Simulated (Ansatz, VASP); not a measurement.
One calculation of CuPt6, two programs

INCAR

```
SYSTEM = CuPt6
  PREC = Accurate
  ENCUT = 600
  EDIFF = 1E-6
  ISMEAR = 0
  SIGMA = 0.1
  LREAL = .FALSE.
  LASPH = .TRUE.
  NELM = 100
  ALGO = Normal
  ISIF = 3
  LWAVE = .FALSE.
  LCHARG = .FALSE.
  GGA = PE
  IBRION = 2
  NSW = 100
  EDIFFG = -0.01
```

The input KPOINTS:

```
regular mesh
0
G
  6 6 14
  0 0 0
```

POSCAR

```
CuPt6
1.0
    7.1671292144      0.0000000000      0.0000000000
   -3.5835646072      6.2069159719      0.0000000000
    0.0000000000      0.0000000000      2.6775259633
Cu Pt
1 6
Direct
    0.0000000000      0.0000000000      0.5000000000
    0.7907915486      0.2092084514      0.5000000000
    0.7907915486      0.5815830972      0.5000000000
    0.4184169028      0.2092084514      0.5000000000
    0.2092084514      0.7907915486      0.5000000000
    0.2092084514      0.4184169028      0.5000000000
    0.5815830972      0.7907915486      0.5000000000
```

Input for Ansatz:

```yaml
crystal:
  lattice:
    - [7.1671292144, 0.0, 0.0]
    - [-3.5835646072, 6.2069159719, 0.0]
    - [0.0, 0.0, 2.6775259633]
  atoms:
    - { symbol: Cu, position: [0.0, 0.0, 0.5] }
    - { symbol: Pt, position: [0.7907915486, 0.2092084514, 0.5] }
    - { symbol: Pt, position: [0.7907915486, 0.5815830972, 0.5] }
    - { symbol: Pt, position: [0.4184169028, 0.2092084514, 0.5] }
    - { symbol: Pt, position: [0.2092084514, 0.7907915486, 0.5] }
    - { symbol: Pt, position: [0.2092084514, 0.4184169028, 0.5] }
    - { symbol: Pt, position: [0.5815830972, 0.7907915486, 0.5] }
basis:
  ecutwfc: 420
kpoints:
  mp_grid: { grid: [6, 6, 14] }
hamiltonian:
  xc: pbe
scf:
  occupations: { method: gaussian, width: 0.1 }
output:
  forces: true
  stress: true
  eigenvalues: true
relax:
  adjacent_minimum: "off"
  f_tol: 0.01
  max_steps: 80
  cell: { stress_tol: 0.05 }
```

Alike in both runs: task relaxation of cell and atoms; functional PBE; k mesh 6 × 6 × 14; occupations gaussian, width 0.1 eV; no spin polarisation.

|  | VASP | Ansatz |
| --- | --- | --- |
| version | VASP 6.6.1 | Ansatz 0.2.0 |
| potentials or method | VASP PAW PBE potentials, release 64 (Cu, Pt), cutoff 600 eV | scalar-relativistic, plane waves, PAW |
| valence electrons in the cell | 71 | 127 |

Ansatz gave:

- gap on the k mesh at the Fermi level, each at its own relaxed structure (eV): none
- relaxed volume (Å³/atom): 17.00
- relaxed cell length with the largest relative difference (Å): 2.664

Which values does VASP return?

gap on the k mesh at the Fermi level, each at its own relaxed structure (eV): none; relaxed volume (Å³/atom): 16.98; relaxed cell length with the largest relative difference (Å): 2.661.

A gap of «none» marks a metal or a gap that the smearing closes. VASP's potentials hold 71 valence electrons a cell and Ansatz's 127, so a difference there can come from the potentials and not from the codes.

Spin-orbit coupling is off throughout.
